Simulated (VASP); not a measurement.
The system is FePt.

```
Pt Fe
1.0
     2.66790    0.00000    0.00000
     0.00000    2.66790    0.00000
     0.00000    0.00000    3.64406
Pt Fe
1 1
Cartesian
  1.3340 1.3340 1.8220
  0.0000 0.0000 0.0000
```

Base run:

```yaml
Program: VASP 6.6.1
Functional: BLYP
Potentials_or_basis: VASP PAW PBE potentials, release 64 (Pt, Fe)
Cutoff: 520 eV
k_mesh: 10 × 10 × 7
Occupations: fermi-dirac, width 0.05 eV
Spin: collinear spin, ferromagnetic start
Starting_moments: "[0.0, 3.0] μB"
```

Its results: pressure 32.7 GPa; net moment 3.17 μB per cell; site moments Pt +0.35; Fe +2.78 μB.

Task: The run is repeated on the same cell with these changes: functional from BLYP to PBEsol; further incar settings from ALGO = Fast; EDIFF = 1e-06; NBANDS = 20 to ALGO = Fast; EDIFF = 1e-07; NBANDS = 20. What comes out?

Result: Pressure 8.6 GPa; net moment 3.19 μB per cell; site moments Pt +0.34; Fe +2.81 μB.

Caveats: the cell stands under pressure; the PAW data sets were made with another functional, which shifts forces and pressure a little.
